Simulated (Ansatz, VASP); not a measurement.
**One calculation of HgTe, two programs**

POSCAR

```
HgTe
1.0
    0.0000000000      3.1800000000      3.1800000000
    3.1800000000      0.0000000000      3.1800000000
    3.1800000000      3.1800000000      0.0000000000
Hg Te
1 1
Direct
    0.0000000000      0.0000000000      0.0000000000
    0.5000000000      0.5000000000      0.5000000000
```

INCAR.step1

```
PREC = Accurate
ENCUT = 400
EDIFF = 1E-5
ISMEAR = -1
SIGMA = 0.1
LREAL = False
LASPH = True
NELM = 120
ALGO = Normal
ISIF = 2
LWAVE = True
GGA = PE
NBANDS = 16
GGA_COMPAT = False
```

Contents of INCAR.step2:

```
PREC = Accurate
ENCUT = 400
EDIFF = 1E-6
ISMEAR = -1
SIGMA = 0.1
LREAL = False
LASPH = True
NELM = 120
ALGO = Normal
ISIF = 2
LWAVE = False
LCHARG = True
GGA = PE
LHFCALC = True
AEXX = 0.25
HFSCREEN = 0.3
PRECFOCK = Normal
LELF = True
LVHAR = True
ISTART = 1
NBANDS = 16
GGA_COMPAT = False
```

The input KPOINTS:

```
Automatic mesh
0
Gamma
  5 5 5
```

The input input.yaml:

```yaml
crystal:
  lattice: { a: 6.36, b: 6.36, c: 6.36, alpha: 90.0, beta: 90.0, gamma: 90.0 }
  space_group: 225
  reduce_to_primitive: true
  atoms:
    - { symbol: Hg, wyckoff: "4a", position: [0.0, 0.0, 0.0] }
    - { symbol: Te, wyckoff: "4b", position: [0.5, 0.0, 0.0] }
hamiltonian:
  xc: { exchange: pbe, correlation: pbe, exx: { coeff: 0.25, omega: 0.3 } }
  pseudopotentials: { kind: nc, accuracy: standard }
kpoints:
  mp_grid: { grid: [5, 5, 5] }
scf:
  occupations: { method: fermi_dirac, width: 0.1 }
  n_extra_bands: 6
output:
  forces: true
  stress: true
  eigenvalues: true
  dos: { projected: false, de: 0.05 }
```

Alike in both runs: functional PBE-based screened hybrid; k mesh 5 × 5 × 5; occupations fermi-dirac, width 0.1 eV; no spin polarisation.

```csv
,VASP,Ansatz
version,VASP 6.6.1,Ansatz 0.2.0
potentials or method,"VASP PAW PBE potentials, release 64 (Hg, Te)",PseudoDojo standard (PBE files)
plane-wave cutoff (eV),400,1120
valence electrons in the cell,18,36
task,single point,density of states
```

|  | VASP | Ansatz | Ansatz less VASP |
| --- | --- | --- | --- |
| gap on the k mesh at the Fermi level (eV) | none | none | - |
| pressure (GPa) | -5.0 | -5.0 | -0.05 |

VASP's potentials were made for PBE, not for PBE-based screened hybrid. A gap of «none» marks a metal or a gap that the smearing closes. VASP's potentials hold 18 valence electrons a cell and Ansatz's 36, so a difference there can come from the potentials and not from the codes.

Spin-orbit coupling is off throughout.
